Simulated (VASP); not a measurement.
# Al in VASP: notebook

Al is run at these levels: r2SCAN; tasks: single point.

All numbers are computed with VASP 6.6.1; they aren't measurements. Logs are shortened: lines on timing, memory, paths and dates and some standing lists are left out, and cuts for length are marked.

## Step 1: The cell of the first run

Symmetry: Fm-3m, No. 225, cubic system. The conventional cell has a = 4.372 Å, b = 4.372 Å, c = 4.372 Å, α = 90.00°, β = 90.00°, γ = 90.00°. Al (site symmetry m-3m) has 12 Al at 3.09 Å within 4.1 Å.

## Step 2: Single point, r2SCAN (strain +0.080 along x and y, +0.080 along z)

POSCAR reads:

```
Al
1.0
    0.0000000000      2.1858984000      2.1858984000
    2.1858984000      0.0000000000      2.1858984000
    2.1858984000      2.1858984000      0.0000000000
Al
1
Direct
    0.0000000000      0.0000000000      0.0000000000
```

INCAR.step1 reads:

```
ALGO = Normal
EDIFF = 1E-4
ENCUT = 520
GGA = PE
ISMEAR = 0
LASPH = T
LCHARG = F
LREAL = F
LWAVE = T
NBANDS = 8
NELM = 60
PREC = Accurate
SIGMA = 0.15
```

INCAR.step2 reads:

```
ALGO = Normal
EDIFF = 1E-6
ENCUT = 520
ISIF = 2
ISMEAR = 0
ISTART = 1
LASPH = T
LCHARG = F
LMIXTAU = T
LREAL = F
LWAVE = F
METAGGA = R2SCAN
NBANDS = 8
NELM = 60
PREC = Accurate
SIGMA = 0.15
```

KPOINTS reads:

```
k-points
0
Gamma
  20 20 20
```

Potentials or basis: VASP PAW PBE potentials, release 64 (Al).

Started as:

```
$ cat potpaw_PBE.64/Al/POTCAR > POTCAR
$ cp INCAR.step1 INCAR
$ mpirun -np 1 vasp_std > vasp.out
$ cp INCAR.step2 INCAR
$ mpirun -np 1 vasp_std > vasp.out
```

OUTCAR:

```text
EDIFF = 1E-6
   ENCUT = 520
   ISIF = 2
   ISMEAR = 0
   ISTART = 1
   LASPH = T
   LREAL = F
   METAGGA = R2SCAN
   NELM = 60
   PREC = Accurate

 ion  position               nearest neighbor table
   1  0.000  0.000  0.000-

  LATTYP: Found a face centered cubic cell.
 ALAT       =     4.3717968000

  Lattice vectors:

 A1 = (   0.0000000000,   2.1858984000,   2.1858984000)
 A2 = (   2.1858984000,   0.0000000000,   2.1858984000)
 A3 = (   2.1858984000,   2.1858984000,   0.0000000000)

Analysis of symmetry for initial positions (statically):
[... 33 lines left out ...]
                                     Primitive cell

  volume of cell :      20.8891

  direct lattice vectors                    reciprocal lattice vectors
     0.000000000  2.185898400  2.185898400    -0.228738902  0.228738902  0.228738902
     2.185898400  0.000000000  2.185898400     0.228738902 -0.228738902  0.228738902
     2.185898400  2.185898400  0.000000000     0.228738902  0.228738902 -0.228738902

  length of vectors
     3.091327163  3.091327163  3.091327163     0.396187400  0.396187400  0.396187400

  position of ions in fractional coordinates (direct lattice)
     0.000000000  0.000000000  0.000000000

  ion indices of the primitive-cell ions
   primitive index   ion index
                 1           1

----------------------------------------------------------------------------------------

 KPOINTS: k-points

Automatic generation of k-mesh.
 Grid dimensions read from file:
 generate k-points for:   20   20   20

 Generating k-lattice:

  Cartesian coordinates                     Fractional coordinates (reciprocal lattice)
    -0.011436945  0.011436945  0.011436945     0.050000000  0.000000000  0.000000000
     0.011436945 -0.011436945  0.011436945     0.000000000  0.050000000  0.000000000
     0.011436945  0.011436945 -0.011436945     0.000000000  0.000000000  0.050000000

  Length of vectors
     0.019809370  0.019809370  0.019809370

  Shift w.r.t. Gamma in fractional coordinates (k-lattice)
     0.000000000  0.000000000  0.000000000

 Subroutine IBZKPT returns following result:
 ===========================================

 Found    256 irreducible k-points:

 Following reciprocal coordinates:
            Coordinates               Weight
  0.000000  0.000000  0.000000      1.000000
  0.050000  0.000000  0.000000      8.000000
  0.100000  0.000000  0.000000      8.000000
  0.150000  0.000000  0.000000      8.000000
  0.200000  0.000000  0.000000      8.000000
  0.250000  0.000000  0.000000      8.000000
[... 16 lines left out ...]
 -0.400000  0.050000  0.000000     24.000000
 -0.350000  0.050000  0.000000     24.000000
 [... further k-points ...]
   k-points           NKPTS =    256   k-points in BZ     NKDIM =    256   number of bands    NBANDS=      8
   number of dos      NEDOS =    301   number of ions     NIONS =      1
   total plane-waves  NPLWV =  13824
   dimension x,y,z NGX =    24 NGY =   24 NGZ =   24
   dimension x,y,z NGXF=    48 NGYF=   48 NGZF=   48
   ions per type =               1
   NGX,Y,Z   is equivalent  to a cutoff of  12.91, 12.91, 12.91 a.u.
   NGXF,Y,Z  is equivalent  to a cutoff of  25.81, 25.81, 25.81 a.u.
 SYSTEM =  unknown system
   PREC   = accura    normal or accurate (medium, high low for compatibility)
   ISTART =      1    job   : 0-new  1-cont  2-samecut
   ICHARG =      0    charge: 1-file 2-atom 10-const
   ISPIN  =      1    spin polarized calculation?
   LNONCOLLINEAR =      F non collinear calculations
   LSORBIT =      F    spin-orbit coupling
   LASPH  =      T    aspherical Exc in radial PAW
   ENCUT  =  520.0 eV  38.22 Ry    6.18 a.u.   5.75  5.75  5.75*2*pi/ulx,y,z
   NELM   =     60;   NELMIN=  2; NELMDL=  0     # of ELM steps
   EDIFF  = 0.1E-05   stopping-criterion for ELM
   LREAL  =      F    real-space projection
   EDIFFG = 0.1E-04   stopping-criterion for IOM
   NSW    =      0    number of steps for IOM
   IBRION =     -1    ionic relax: 0-MD 1-quasi-New 2-CG
   NFREE  =      0    steps in history (QN), initial steepest desc. (CG)
   ISIF   =      2    stress and relaxation
   ISYM   =      2    0-nonsym 1-usesym 2-fastsym
   POTIM  = 0.5000    time-step for ionic-motion
   TEBEG  =    0.0;   TEEND  =   0.0 temperature during run
   PSTRESS=    0.0 pullay stress
   NELECT =       3.0000    total number of electrons
   NUPDOWN=      -1.0000    fix difference up-down
   EMIN   =  10.00;   EMAX   =-10.00  energy-range for DOS
   EFERMI =   0.00;   METHOD = LEGACY
   ISMEAR =     0;   SIGMA  =   0.15  broadening in eV -4-tet -1-fermi 0-gaus
   EFERMI_NEDOS =   21; number of points for ismear=-14 and -15
   IALGO  =     38    algorithm
   IMIX   =      4    mixing-type and parameters
     AMIX     =   0.40;   BMIX     =  1.00
     AMIX_MAG =   1.60;   BMIX_MAG =  1.00
  volume/ion in A,a.u.               =      20.89       140.97
  Fermi-wavevector in a.u.,A,eV,Ry     =   0.857318  1.620096 10.000203  0.734994
[... 88 lines left out ...]
  band No.  band energies     occupation
      1      -2.9504      2.00000
      2       8.9529      0.00000
      3      15.6716      0.00000
      4      15.6716      0.00000
      5      18.9306      0.00000
      6      19.3667      0.00000
      7      19.3667      0.00000
      8      23.2842      0.00000

 k-point     7 :       0.3000    0.0000    0.0000
  band No.  band energies     occupation
      1      -2.2741      2.00000
      2       7.2834      0.00000
      3      15.5309      0.00000
      4      15.5309      0.00000
      5      18.6214      0.00000
      6      18.6215      0.00000
      7      18.8965      0.00000
      8      22.4646      0.00000

 k-point     8 :       0.3500    0.0000    0.0000
  band No.  band energies     occupation
      1      -1.4783      2.00000
      2       5.7101      1.50041
      3      15.4871      0.00000
      4      15.4871      0.00000
      5      17.9437      0.00000
      6      17.9437      0.00000
      7      18.9369      0.00000
      8      21.7234      0.00000

 k-point     9 :       0.4000    0.0000    0.0000
  band No.  band energies     occupation
      1      -0.5648      2.00000
      2       4.2389      2.00000
      3      15.5275      0.00000
      4      15.5275      0.00000
      5      17.3780      0.00000
      6      17.3780      0.00000
      7      19.0524      0.00000
      8      21.0904      0.00000

 k-point    10 :       0.4500    0.0000    0.0000
  band No.  band energies     occupation
      1       0.4633      2.00000
      2       2.8755      2.00000
      3      15.6172      0.00000
      4      15.6172      0.00000
      5      16.9702      0.00000
      6      16.9702      0.00000
      7      19.2126      0.00000
      8      20.6137      0.00000
[... 78 lines left out ...]
 k-point    18 :       0.3500    0.0500    0.0000
  band No.  band energies     occupation
      1      -1.7024      2.00000
      2       6.2743      0.00000
      3      14.6250      0.00000
      4      15.6972      0.00000
      5      16.9761      0.00000
      6      19.1021      0.00000
      7      19.5678      0.00000
      8      22.3972      0.00000

 k-point    19 :       0.4000    0.0500    0.0000
  band No.  band energies     occupation
      1      -0.8281      2.00000
      2       4.7695      2.00000
      3      14.6700      0.00000
      4      15.5197      0.00000
      5      16.5558      0.00000
      6      18.4728      0.00000
      7      19.6353      0.00000
      8      21.7931      0.00000

 k-point    20 :       0.4500    0.0500    0.0000
  band No.  band energies     occupation
      1       0.1620      2.00000
      2       3.3700      2.00000
      3      14.8165      0.00000
      4      15.2120      0.00000
      5      16.4739      0.00000
      6      17.9442      0.00000
      7      19.7400      0.00000
      8      21.3135      0.00000

 k-point    21 :       0.5000    0.0500    0.0000
  band No.  band energies     occupation
      1       1.2576      2.00000
      2       2.0881      2.00000
      3      14.8573      0.00000
      4      15.0581      0.00000
      5      16.6526      0.00000
      6      17.5300      0.00000
      7      19.7926      0.00000
      8      21.0827      0.00000

 k-point    22 :      -0.4500    0.0500    0.0000
  band No.  band energies     occupation
      1       0.8835      2.00000
      2       2.4995      2.00000
      3      14.5532      0.00000
      4      15.3796      0.00000
      5      16.9963      0.00000
      6      17.2481      0.00000
      7      19.6995      0.00000
      8      21.2025      0.00000

 k-point    23 :      -0.4000    0.0500    0.0000
  band No.  band energies     occupation
      1      -0.1807      2.00000
      2       3.8243      2.00000
      3      14.3360      0.00000
      4      15.7429      0.00000
      5      17.1371      0.00000
      6      17.4680      0.00000
      7      19.5357      0.00000
      8      21.5967      0.00000

 k-point    24 :      -0.3500    0.0500    0.0000
  band No.  band energies     occupation
      1      -1.1326      2.00000
      2       5.2594      2.00000
      3      14.2182      0.00000
      4      16.0664      0.00000
      5      17.2761      0.00000
      6      18.0518      0.00000
      7      19.4021      0.00000
      8      22.1528      0.00000

 [... further k-points ...]
[... 5 lines left out ...]
  --------------------------------------------------------------------------------------
  -------------------------------------------------------------------------------------
  Total       -1.6988983     -1.6988983     -1.6988983      0.0000000      0.0000000      0.0000000
  in kB     -130.3040880   -130.3040880   -130.3040880      0.0000000      0.0000000      0.0000000
  external PRESSURE =    -130.3040880 kB  Pullay stress =       0.0000000 kB

 VOLUME and BASIS-vectors are now :
 -----------------------------------------------------------------------------
  energy-cutoff  :      520.00
  volume of cell :       20.89
      direct lattice vectors                 reciprocal lattice vectors
     0.000000000  2.185898400  2.185898400    -0.228738902  0.228738902  0.228738902
     2.185898400  0.000000000  2.185898400     0.228738902 -0.228738902  0.228738902
     2.185898400  2.185898400  0.000000000     0.228738902  0.228738902 -0.228738902

 POSITION                                       TOTAL-FORCE (eV/Angst)
 -----------------------------------------------------------------------------------
      0.00000      0.00000      0.00000        -0.000000     -0.000000     -0.000000
 -----------------------------------------------------------------------------------
    total drift:                                0.000000      0.000000      0.000000

  FREE ENERGIE OF THE ION-ELECTRON SYSTEM (eV)
  ---------------------------------------------------
  free  energy   TOTEN  =        -6.4686446629 eV

  energy  without entropy=       -6.4639568472  energy(sigma->0) =       -6.46630076
```

It took 2.8 min on 1 thread of AMD EPYC 7R13 (Zen 3), shared host; peak memory 0.13 GiB.

What came out:

```yaml
Free_energy: -6.4686 eV
Pressure: -13.0 GPa
```

Levels at points of the mesh, in eV from the Fermi level:
| k point | band 1 | band 2 | band 3 | band 4 | band 5 |
| --- | --- | --- | --- | --- | --- |
| (0.00, 0.00, 0.00) | -10.28 | 12.07 | 12.07 | 12.07 | 12.21 |
| (0.50, 0.00, 0.00) | -4.28 | -4.06 | 9.89 | 9.89 | 11.03 |
| (0.50, 0.50, 0.00) | -2.61 | -1.65 | 4.94 | 4.94 | 5.40 |

Caveat: the cell differs from its parent crystal (strain +0.080 along x and y, +0.080 along z); the PAW data sets were made with another functional, which shifts forces and pressure a little.

## Step 3: Single point, r2SCAN (strain -0.080 along x and y, -0.040 along z)

POSCAR reads:

```
Al
1.0
    0.0000000000      1.8620616000      1.9430208000
    1.8620616000      0.0000000000      1.9430208000
    1.8620616000      1.8620616000      0.0000000000
Al
1
Direct
    0.0000000000      0.0000000000      0.0000000000
```

INCAR.step1 reads:

```
PREC     = Accurate       # precision mode
ENCUT    = 520            # plane-wave cutoff, eV
ISMEAR   = 0              # smearing method
SIGMA    = 0.15           # smearing width, eV
LREAL    = F              # projectors in reciprocal space
LASPH    = T              # aspherical terms in the spheres
NELM     = 100            # most SCF steps
NBANDS   = 8              # bands
GGA      = PE             # functional
ALGO     = Normal         # electronic algorithm
EDIFF    = 1E-4           # SCF threshold, eV
LWAVE    = T              # write WAVECAR
LCHARG   = F              # write CHGCAR
```

INCAR.step2 reads:

```
PREC     = Accurate       # precision mode
ENCUT    = 520            # plane-wave cutoff, eV
EDIFF    = 1E-6           # SCF threshold, eV
ISMEAR   = 0              # smearing method
SIGMA    = 0.15           # smearing width, eV
LREAL    = F              # projectors in reciprocal space
LASPH    = T              # aspherical terms in the spheres
NELM     = 100            # most SCF steps
ALGO     = Normal         # electronic algorithm
ISIF     = 2              # what is computed and relaxed
LWAVE    = F              # write WAVECAR
LCHARG   = F              # write CHGCAR
METAGGA  = R2SCAN         # meta-GGA
LMIXTAU  = T            
NBANDS   = 8              # bands
ISTART   = 1
```

KPOINTS reads:

```
Automatic mesh
0
Gamma
  20 20 20
```

Potentials or basis: VASP PAW PBE potentials, release 64 (Al).

Started as:

```
$ cat potpaw_PBE.64/Al/POTCAR > POTCAR
$ cp INCAR.step1 INCAR
$ mpirun -np 1 vasp_std > vasp.out
$ cp INCAR.step2 INCAR
$ mpirun -np 1 vasp_std > vasp.out
```

Run time: 3.3 min. Hardware: 1 thread of AMD EPYC 7R13 (Zen 3), shared host; peak memory 0.13 GiB.

Results (log left out):

- Free energy: -6.5937 eV
- Pressure: 21.9 GPa

Stress tensor (GPa, compression positive):
```
24.04  0.00  0.00
 0.00 24.04  0.00
 0.00  0.00 17.48
```

Levels at points of the mesh, in eV from the Fermi level:
| k point | band 1 | band 2 | band 3 | band 4 | band 5 |
| --- | --- | --- | --- | --- | --- |
| (0.00, 0.00, 0.00) | -13.34 | 14.20 | 14.76 | 14.76 | 18.18 |
| (0.50, 0.00, 0.00) | -5.85 | -4.82 | 12.48 | 13.70 | 13.95 |
| (0.50, 0.50, 0.00) | -4.15 | -2.42 | 5.91 | 7.76 | 7.76 |
| (0.50, 0.00, 0.50) | -3.37 | -1.50 | 5.32 | 6.66 | 6.95 |

Caveat: the cell differs from its parent crystal (strain -0.080 along x and y, -0.040 along z); the PAW data sets were made with another functional, which shifts forces and pressure a little.

## Step 4: Single point, r2SCAN (strain -0.080 along x and y, +0.000 along z)

POSCAR reads:

```
Al
1.0
    0.0000000000      1.8620616000      2.0239800000
    1.8620616000      0.0000000000      2.0239800000
    1.8620616000      1.8620616000      0.0000000000
Al
1
Direct
    0.0000000000      0.0000000000      0.0000000000
```

INCAR.step1 reads:

```
SYSTEM = Al
ALGO = Normal ; EDIFF = 1E-4
ENCUT = 520 ; GGA = PE
ISMEAR = 0 ; LASPH = .True.
LCHARG = .False. ; LREAL = .False.
LWAVE = .True. ; NBANDS = 8
NELM = 80 ; PREC = Accurate
SIGMA = 0.15
```

INCAR.step2 reads:

```
SYSTEM = Al
ALGO = Normal ; EDIFF = 1E-6
ENCUT = 520 ; ISIF = 2
ISMEAR = 0 ; ISTART = 1
LASPH = .True. ; LCHARG = .True.
LELF = .True. ; LMIXTAU = .True.
LREAL = .False. ; LVHAR = .True.
LWAVE = .False. ; METAGGA = R2SCAN
NBANDS = 8 ; NELM = 80
PREC = Accurate ; SIGMA = 0.15
```

KPOINTS reads:

```
k-points
0
Gamma
  20 20 20
  0 0 0
```

Started as:

```
$ cat potpaw_PBE.64/Al/POTCAR > POTCAR
$ cp INCAR.step1 INCAR
$ mpirun -np 1 vasp_std > vasp.out
$ cp INCAR.step2 INCAR
$ mpirun -np 1 vasp_std > vasp.out
```

Run time: 3.1 min. Hardware: 1 thread of AMD EPYC 7R13 (Zen 3), shared host; peak memory 0.14 GiB.

Results (log left out):

```
Free energy : -6.6376 eV
Pressure    : 15.6 GPa
```

Stress tensor (GPa, compression positive):
```
19.52  0.00  0.00
 0.00 19.52  0.00
 0.00  0.00  7.71
```

Levels at points of the mesh, in eV from the Fermi level:
| k point | band 1 | band 2 | band 3 | band 4 | band 5 |
| --- | --- | --- | --- | --- | --- |
| (0.00, 0.00, 0.00) | -12.97 | 13.72 | 14.81 | 14.81 | 17.60 |
| (0.50, 0.00, 0.00) | -5.60 | -4.67 | 11.71 | 12.60 | 14.10 |
| (0.50, 0.50, 0.00) | -4.41 | -2.90 | 6.34 | 8.19 | 8.19 |
| (0.50, 0.00, 0.50) | -2.97 | -1.10 | 5.27 | 6.10 | 6.69 |

Caveat: the cell differs from its parent crystal (strain -0.080 along x and y, +0.000 along z); the PAW data sets were made with another functional, which shifts forces and pressure a little.

## Step 5: Single point, r2SCAN (strain -0.040 along x and y, -0.080 along z)

POSCAR reads:

```
Al
1.0
    0.0000000000      1.9430208000      1.8620616000
    1.9430208000      0.0000000000      1.8620616000
    1.9430208000      1.9430208000      0.0000000000
Al
1
Direct
    0.0000000000      0.0000000000      0.0000000000
```

INCAR.step1 reads:

```
  PREC = Accurate
  ENCUT = 520
  ISMEAR = 0
  SIGMA = 0.15
  LREAL = False
  LASPH = True
  NELM = 80
  NBANDS = 8
  GGA = PE
  ALGO = Normal
  EDIFF = 1E-4
  LWAVE = True
  LCHARG = False
```

INCAR.step2 reads:

```
  PREC = Accurate
  ENCUT = 520
  EDIFF = 1E-7
  ISMEAR = 0
  SIGMA = 0.15
  LREAL = False
  LASPH = True
  NELM = 80
  ALGO = Normal
  ISIF = 2
  LWAVE = False
  LCHARG = False
  METAGGA = R2SCAN
  LMIXTAU = True
  NBANDS = 8
  ISTART = 1
```

KPOINTS reads:

```
regular mesh
0
Gamma
  20 20 20
```

Started as:

```
$ cat potpaw_PBE.64/Al/POTCAR > POTCAR
$ cp INCAR.step1 INCAR
$ mpirun -np 1 vasp_std > vasp.out
$ cp INCAR.step2 INCAR
$ mpirun -np 1 vasp_std > vasp.out
```

Wall time 3.1 min (1 thread of AMD EPYC 7R13 (Zen 3), shared host); peak memory 0.14 GiB.

The run converged. Its results:

```yaml
Free_energy: -6.6619 eV
Pressure: 14.7 GPa
```

Stress tensor (GPa, compression positive):
```
13.06  0.00  0.00
 0.00 13.06  0.00
 0.00  0.00 18.08
```

Levels at points of the mesh, in eV from the Fermi level:
| k point | band 1 | band 2 | band 3 | band 4 | band 5 |
| --- | --- | --- | --- | --- | --- |
| (0.00, 0.00, 0.00) | -13.02 | 14.13 | 14.13 | 14.65 | 17.47 |
| (0.50, 0.00, 0.00) | -5.67 | -4.75 | 12.32 | 13.39 | 13.62 |
| (0.50, 0.50, 0.00) | -3.01 | -1.15 | 5.10 | 6.24 | 6.24 |
| (0.50, 0.00, 0.50) | -3.80 | -2.07 | 5.71 | 7.06 | 7.33 |

Caveat: the cell differs from its parent crystal (strain -0.040 along x and y, -0.080 along z); the PAW data sets were made with another functional, which shifts forces and pressure a little.

## Step 6: Overview

```csv
cell,gap on the mesh (eV),pressure (GPa)
"a = 3.091 Å, angles 60.0°, 1 atom",none,-13.0
"a = 2.691, b = 2.691, c = 2.633 Å, angles 60.7, 60.7, 58.6°, 1 atom",none,21.9
"a = 2.750, b = 2.750, c = 2.633 Å, angles 61.4, 61.4, 57.2°, 1 atom",none,15.6
"a = 2.691, b = 2.691, c = 2.748 Å, angles 59.3, 59.3, 61.4°, 1 atom",none,14.7
```

Alike in all rows: task single point; level r2SCAN; potentials or basis VASP PAW PBE potentials, release 64 (Al); no spin polarisation; k mesh 20 × 20 × 20; cutoff (eV) 520; smearing gaussian 0.15 eV.

Caveats: the PAW data sets were made with another functional, which shifts forces and pressure a little.

Total energies depend on the potentials used, so only differences within one code and one set of settings carry meaning.
